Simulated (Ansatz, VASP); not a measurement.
Li4Al2Mo in VASP and in Ansatz

Contents of INCAR:

```
PREC = Accurate
ENCUT = 600
EDIFF = 1E-6
ISMEAR = 0
SIGMA = 0.1
LREAL = F
LASPH = T
NELM = 80
ALGO = Normal
ISIF = 3
LWAVE = F
LCHARG = F
GGA = PE
IBRION = 2
NSW = 90
EDIFFG = -0.04
```

File KPOINTS:

```
regular mesh
0
Gamma
  4 4 4
```

File POSCAR:

```
Li4Al2Mo
1.0
    5.4742219600      0.0000000000      0.0000000000
    0.0000000000      5.4742219600      0.0000000000
    0.0000000000      0.0000000000      3.8699679700
Li Al Mo
4 2 1
Direct
    0.2296476300      0.5000000000      0.0000000000
    0.7703523700      0.5000000000      0.0000000000
    0.5000000000      0.2296476300      0.0000000000
    0.5000000000      0.7703523700      0.0000000000
    0.0000000000      0.5000000000      0.5000000000
    0.5000000000      0.0000000000      0.5000000000
    0.5000000000      0.5000000000      0.5000000000
```

Input for Ansatz:

```yaml
crystal:
  lattice:
    - [5.47422196, 0.0, 0.0]
    - [0.0, 5.47422196, 0.0]
    - [0.0, 0.0, 3.86996797]
  atoms:
    - { symbol: Li, position: [0.22964763, 0.5, 0.0] }
    - { symbol: Li, position: [0.77035237, 0.5, 0.0] }
    - { symbol: Li, position: [0.5, 0.22964763, 0.0] }
    - { symbol: Li, position: [0.5, 0.77035237, 0.0] }
    - { symbol: Al, position: [0.0, 0.5, 0.5] }
    - { symbol: Al, position: [0.5, 0.0, 0.5] }
    - { symbol: Mo, position: [0.5, 0.5, 0.5] }
basis:
  ecutwfc: 420
kpoints:
  mp_grid: { grid: [4, 4, 4] }
hamiltonian:
  xc: pbe
scf:
  occupations: { method: gaussian, width: 0.1 }
  lower_state_search: "off"
output:
  forces: true
  stress: true
  eigenvalues: true
relax:
  adjacent_minimum: "off"
  f_tol: 0.04
  max_steps: 70
  cell: { stress_tol: 0.4 }
```

Alike in both runs: task relaxation of cell and atoms; functional PBE; k mesh 4 × 4 × 4; occupations gaussian, width 0.1 eV; no spin polarisation.

|  | VASP | Ansatz |
| --- | --- | --- |
| version | VASP 6.6.1 | Ansatz 0.2.0 |
| potentials or method | VASP PAW PBE potentials, release 64 (Li_sv, Al, Mo_sv), cutoff 600 eV | scalar-relativistic, plane waves, PAW |
| valence electrons in the cell | 32 | 32 |

Ansatz gave:

* gap on the k mesh at the Fermi level, each at its own relaxed structure (eV): none
* relaxed volume (Å³/atom): 20.10
* relaxed length of the cell vector where the two differ most in proportion (Å): 4.900

**Question.** What did VASP give for the same quantities?

**Answer.** gap on the k mesh at the Fermi level, each at its own relaxed structure (eV): none; relaxed volume (Å³/atom): 19.86; relaxed length of the cell vector where the two differ most in proportion (Å): 4.838.

A gap of «none» marks a metal or a gap that the smearing closes.

The k mesh is coarse, so the values compare programs but aren't converged. Noted on VASP's run: the cutoff is under 1.25 times that of the potentials, so the pressure is a little rough; the volume moved by over 15 % at a fixed basis, so the end points are rough.
